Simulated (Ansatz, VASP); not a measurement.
NbAu2 in VASP and in Ansatz

```
Nb Au
1.0
     4.58861    0.00000    0.00000
    -2.29431    3.97386    0.00000
     0.00000    0.00000    2.71098
Nb Au
1 2
Direct
  0.00000 0.00000 0.00000
  0.33333 0.66667 0.50000
  0.66667 0.33333 0.50000
```

Alike in both runs: functional LDA; k mesh 12 × 12 × 16; occupations fermi-dirac, width 0.15 eV; no spin polarisation.

Ansatz relaxed the structure, and its values are those at the end. VASP's run is a single point on that final structure, the one shown.

|  | VASP | Ansatz |
| --- | --- | --- |
| version | VASP 6.6.1 | Ansatz 0.2.0 |
| potentials or method | VASP PAW LDA potentials, release 64 (Nb_sv, Au), cutoff 520 eV | scalar-relativistic, plane waves, PAW |
| valence electrons in the cell | 35 | 51 |

|  | VASP | Ansatz | Ansatz less VASP |
| --- | --- | --- | --- |
| gap on the k mesh at the Fermi level (eV) | none | none | - |
| pressure (GPa) | 0.3 | 0.0 | -0.30 |

LDA's correlation is that of Perdew and Zunger in VASP and of Perdew and Wang (1992) in Ansatz. A gap of «none» marks a metal or a gap that the smearing closes. VASP's potentials hold 35 valence electrons a cell and Ansatz's 51, so a difference there can come from the potentials and not from the codes.

Neither program's run includes spin-orbit coupling.
